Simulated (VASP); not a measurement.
## Ti: single point with LDA

Crystal: Ti.

```xyz
2
Lattice="0.0000 2.6070 2.6070 2.6070 0.0000 2.6070 2.6070 2.6070 0.0000" Properties=species:S:1:pos:R:3 pbc="T T T"
Ti    0.6517    0.6517    0.6517
Ti    4.5622    4.5622    4.5622
```

This cell differs from its parent crystal: volume scaled by 0.92.

| Quantity | Value |
| --- | --- |
| Program | VASP 6.6.1 |
| Task | single point |
| Functional | LDA |
| Potentials or basis | VASP PAW LDA potentials, release 64 (Ti_sv) |
| Cutoff | 520 eV |
| k mesh | 11 × 11 × 11 |
| Occupations | fermi-dirac, width 0.1 eV |
| Spin | no spin polarisation |

* Pressure: 4.2 GPa
* Band gap on the k mesh: zero (band 12 reaches 7.91 eV, above the bottom of band 13 at 7.30 eV)

Levels at points of the mesh, in eV from the Fermi level:
| k point | band 9 | band 10 | band 11 | band 12 | band 13 | band 14 | band 15 | band 16 |
| --- | --- | --- | --- | --- | --- | --- | --- | --- |
| (0.00, 0.00, 0.00) | -5.24 | -1.15 | -1.15 | -0.19 | -0.19 | -0.19 | 2.15 | 2.15 |

Run time: 14 s on 1 thread of Intel(R) Xeon(R) 6975P-C (Granite Rapids), with other jobs on the host, peak memory 0.15 GiB.
